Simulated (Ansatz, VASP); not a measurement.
# Two plane-wave programs on ScTa2

```
CELL_PARAMETERS angstrom
4.85547 0.00000 0.00000
-2.42774 4.20496 0.00000
0.00000 0.00000 2.92578
ATOMIC_POSITIONS crystal
Sc 0.00000 0.00000 0.00000
Ta 0.33333 0.66667 0.50000
Ta 0.66667 0.33333 0.50000
```

Alike in both runs: functional PBE; k mesh 12 × 12 × 16; occupations gaussian, width 0.1 eV; no spin polarisation.

Ansatz relaxed the structure, and its values are those at the end. VASP's run is a single point on that final structure, the one shown.

|  | VASP | Ansatz |
| --- | --- | --- |
| version | VASP 6.6.1 | Ansatz 0.2.0 |
| potentials or method | VASP PAW PBE potentials, release 64 (Sc_sv, Ta_pv), cutoff 520 eV | scalar-relativistic, plane waves, PAW |
| valence electrons in the cell | 33 | 37 |

|  | VASP | Ansatz | Ansatz less VASP |
| --- | --- | --- | --- |
| gap on the k mesh at the Fermi level (eV) | none | none | - |
| pressure (GPa) | 0.1 | 0.0 | -0.10 |

A gap of «none» marks a metal or a gap that the smearing closes. VASP's potentials hold 33 valence electrons a cell and Ansatz's 37, so a difference there can come from the potentials and not from the codes.

Neither program's run includes spin-orbit coupling.
